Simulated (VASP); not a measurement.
## GaSi62 (a cell with a defect): single point with PBE+D3(BJ)

The system is GaSi62 (a cell with a defect).

```
Si Ga
1.0
    10.86000    0.00000    0.00000
     0.00000   10.86000    0.00000
     0.00000    0.00000   10.86000
Si Ga
62 1
Direct
  0.49831 0.00167 0.99961
  0.62815 0.12441 0.12482
  0.74911 0.25283 0.99876
  0.87473 0.37537 0.12588
  0.75098 0.00018 0.25183
  0.87755 0.12452 0.37679
  0.99672 0.00141 0.00216
  0.12570 0.12443 0.12653
  0.24872 0.25333 0.00208
  0.37543 0.37727 0.12566
  0.49752 0.50604 0.99269
  0.62405 0.62602 0.12136
  0.74421 0.75247 0.99279
  0.87286 0.87470 0.12576
  0.25095 0.99914 0.25226
  0.37756 0.11919 0.38055
  0.50128 0.24796 0.25011
  0.62588 0.37517 0.37430
  0.74879 0.50126 0.24815
  0.87491 0.62418 0.37432
  0.50227 0.99011 0.50918
  0.62604 0.12559 0.62380
  0.75155 0.25115 0.49875
  0.87644 0.37363 0.62646
  0.74968 0.00108 0.74854
  0.87454 0.12655 0.87622
  0.99734 0.50091 0.99880
  0.12573 0.62197 0.12482
  0.24834 0.75183 0.99963
  0.37460 0.87550 0.12524
  0.00045 0.24965 0.24997
  0.12557 0.37256 0.37679
  0.24991 0.49904 0.25178
  0.37565 0.62509 0.37518
  0.50023 0.74988 0.24865
  0.62490 0.87453 0.37525
  0.00296 0.99818 0.50133
  0.13415 0.11596 0.62771
  0.25192 0.24717 0.50134
  0.37501 0.37504 0.62525
  0.49983 0.49962 0.49919
  0.62153 0.62863 0.62441
  0.75049 0.75030 0.49914
  0.87510 0.87509 0.62523
  0.25883 0.99119 0.75922
  0.37369 0.12894 0.87838
  0.49966 0.24982 0.74954
  0.62328 0.37695 0.87325
  0.74816 0.50193 0.74842
  0.87324 0.62672 0.87327
  0.00210 0.74871 0.25012
  0.13086 0.87254 0.38048
  0.99889 0.49847 0.49876
  0.12444 0.62400 0.62379
  0.25976 0.74759 0.50890
  0.00431 0.24573 0.74813
  0.12355 0.37551 0.87617
  0.24895 0.50039 0.74853
  0.37307 0.63555 0.86517
  0.61481 0.87698 0.86539
  0.00028 0.75043 0.74955
  0.12105 0.87648 0.87841
  0.40872 0.84086 0.67085
```

* Program: VASP 6.6.1
* Task: single point
* Functional: PBE
* Dispersion: D3(BJ)
* Potentials or basis: VASP PAW PBE potentials, release 64 (Si, Ga_d)
* Cutoff: 520 eV
* k mesh: 1 × 1 × 1
* Occupations: gaussian, width 0.02 eV
* Spin: collinear spin

```
Pressure                                              : -0.7 GPa
Largest force                                         : 0.377 eV/Å
Net moment                                            : 1.00 μB per cell
Site moments                                          : Si +0.01, +0.00, -0.00, +0.12, +0.02 (each value once); Ga +0.00 μB
Valence electrons inside the program's atomic spheres : Si 1.69, 1.70, 1.68, 1.67, 1.66, 1.65, 1.71, 1.63 (each value once); Ga 11.52
Dispersion energy per atom                            : -0.314 eV
```

Forces on the atoms (eV/Å):
```
Si  -0.002 -0.009 -0.003
Si  -0.006 -0.004 -0.003
Si  -0.002 -0.006  0.003
Si   0.000 -0.001 -0.001
Si   0.001 -0.002 -0.002
Si  -0.001 -0.003  0.001
Si   0.006 -0.002  0.004
Si   0.004 -0.005  0.009
Si   0.004 -0.006  0.004
Si   0.000 -0.012  0.009
Si   0.010 -0.011  0.021
Si   0.003 -0.001  0.017
Si   0.012 -0.007  0.020
Si   0.008 -0.004  0.008
Si   0.005 -0.004  0.016
Si   0.007 -0.016  0.023
Si   0.002 -0.011  0.010
Si   0.007 -0.005  0.000
Si   0.004 -0.003  0.006
Si   0.002 -0.008 -0.002
Si   0.022 -0.003  0.017
Si   0.002  0.002 -0.007
Si   0.001 -0.004  0.010
Si  -0.004  0.001 -0.007
Si  -0.010 -0.012 -0.004
Si  -0.006 -0.007  0.005
Si   0.004  0.004  0.003
Si   0.003  0.002 -0.001
Si   0.012  0.004 -0.005
Si   0.001 -0.002  0.010
Si   0.005 -0.003  0.000
Si   0.002 -0.003  0.001
Si   0.005  0.002 -0.003
Si  -0.011 -0.001  0.002
Si  -0.002  0.001  0.013
Si   0.001  0.008  0.003
Si   0.003 -0.001  0.004
Si  -0.018  0.019 -0.004
Si   0.001 -0.004  0.003
Si   0.005 -0.001 -0.002
Si   0.000  0.003  0.000
Si   0.013 -0.012 -0.006
Si  -0.004  0.001  0.002
Si  -0.002 -0.007 -0.002
Si  -0.038  0.042  0.010
Si   0.004 -0.002 -0.005
Si   0.005 -0.003 -0.002
Si   0.000 -0.008  0.004
Si  -0.005  0.006  0.008
Si   0.005  0.001  0.003
Si   0.012  0.003  0.010
Si   0.014 -0.009  0.021
Si   0.004  0.001  0.010
Si  -0.004 -0.004 -0.008
Si   0.009 -0.018  0.020
Si  -0.007  0.007  0.006
Si   0.007  0.003  0.008
Si   0.012  0.012 -0.004
Si   0.022 -0.017  0.032
Si   0.013 -0.024  0.028
Si   0.001 -0.005 -0.002
Si   0.002 -0.008 -0.003
Ga  -0.145  0.156 -0.312
```

Stress tensor (GPa, compression positive):
```
-0.67 -0.01 -0.63
-0.01 -0.68  0.63
-0.63  0.63 -0.72
```

Levels at points of the mesh, in eV from the Fermi level:
Spin up:
| k point | band 129 | band 130 | band 131 | band 132 | band 133 | band 134 |
| --- | --- | --- | --- | --- | --- | --- |
| (0.00, 0.00, 0.00) | -0.91 | -0.75 | -0.05 | 0.05 | 0.17 | 0.19 |
Spin down:
```
           k point  band 126  band 127  band 128  band 129  band 130  band 131  band 132  band 133  band 134  band 135
(0.00, 0.00, 0.00)     -1.24     -1.20     -0.88     -0.82     -0.74      0.09      0.12      0.18      0.21      0.23
```

It took 19 min on 1 thread of Intel Xeon 8259CL, on a shared host, peak memory 1.4 GiB.

Caveat: the k points lie up to 0.58 Å⁻¹ apart.
